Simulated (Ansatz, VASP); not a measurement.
## One calculation of SiC, two programs

```xyz
8
Lattice="2.9497 0.0000 0.0000 -1.4748 2.5545 0.0000 0.0000 0.0000 10.6694" Properties=species:S:1:pos:R:3 pbc="T T T"
Si    1.4749    0.8515   10.0062
Si    0.0000    1.7030    4.6715
Si    0.0000    0.0000    7.3395
Si    0.0000    0.0000    2.0048
C     1.4749    0.8515    8.0000
C     0.0000    1.7030    2.6653
C     0.0000    0.0000    5.3395
C     0.0000    0.0000    0.0048
```

Alike in both runs: task single point; functional PBE; k mesh 12 × 12 × 4; occupations gaussian, width 0.05 eV; no spin polarisation.

|  | VASP | Ansatz |
| --- | --- | --- |
| version | VASP 6.6.1 | Ansatz 0.2.0 |
| potentials or method | VASP PAW PBE potentials, release 64 (Si, C), cutoff 520 eV | scalar-relativistic, plane waves, PAW |
| valence electrons in the cell | 32 | 32 |

```tsv
	VASP	Ansatz	Ansatz less VASP
gap on the k mesh at the Fermi level (eV)	1.63	1.64	+0.006
least direct gap on the mesh (eV)	3.05	3.06	+0.011
pressure (GPa)	13.3	13.4	+0.08
traceless stress, the component that is largest in VASP (GPa)	-37.12	-36.97	+0.149
rms of the force components (eV/Å)	0.407	0.408	+0.0016
```

Atom by atom the forces differ by 0.002 eV/Å (rms over components). The functional is the same, so the differences come from potentials, cutoffs and numerics.
